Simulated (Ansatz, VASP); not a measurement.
# One calculation of InAs, two programs

The input INCAR:

```
SYSTEM = InAs
PREC = Accurate
ENCUT = 520
EDIFF = 1E-6
ISMEAR = 0
SIGMA = 0.05
LREAL = .FALSE.
LASPH = .TRUE.
NELM = 100
ALGO = Normal
ISIF = 2
LWAVE = .FALSE.
LCHARG = .TRUE.
GGA = RP
LELF = .TRUE.
LVHAR = .TRUE.
NBANDS = 16
```

The input KPOINTS:

```
Automatic mesh
0
G
  6 6 6
  0 0 0
```

POSCAR

```
InAs
1.0
    0.0000000000      3.1288038453      3.1288038453
    3.1288038453      0.0000000000      3.1288038453
    3.1288038453      3.1288038453      0.0000000000
In As
1 1
Direct
    0.0000000000      0.0000000000      0.0000000000
    0.7500000000      0.7500000000      0.7500000000
```

Input for Ansatz:

```yaml
crystal:
  lattice:
    - [0.0, 3.1288038453, 3.1288038453]
    - [3.1288038453, 0.0, 3.1288038453]
    - [3.1288038453, 3.1288038453, 0.0]
  atoms:
    - { symbol: In, position: [0.0, 0.0, 0.0] }
    - { symbol: As, position: [0.75, 0.75, 0.75] }
basis:
  ecutwfc: 420
  ecutrho_ratio: 4
kpoints:
  mp_grid: { grid: [6, 6, 6] }
hamiltonian:
  xc: rpbe
scf:
  occupations: { method: gaussian, width: 0.05 }
output:
  forces: true
  stress: true
  eigenvalues: true
```

Alike in both runs: task single point; functional RPBE; k mesh 6 × 6 × 6; occupations gaussian, width 0.05 eV; no spin polarisation.

|  | VASP | Ansatz |
| --- | --- | --- |
| version | VASP 6.6.1 | Ansatz 0.2.0 |
| potentials or method | VASP PAW PBE potentials, release 64 (In_d, As), cutoff 520 eV | scalar-relativistic, plane waves, PAW |
| valence electrons in the cell | 18 | 28 |

|  | VASP | Ansatz | Ansatz less VASP |
| --- | --- | --- | --- |
| gap on the k mesh at the Fermi level (eV) | none | none | - |
| pressure (GPa) | 0.0 | 0.0 | -0.03 |

VASP's potentials were made for PBE, not for RPBE. A gap of «none» marks a metal or a gap that the smearing closes. VASP's potentials hold 18 valence electrons a cell and Ansatz's 28, so a difference there can come from the potentials and not from the codes.
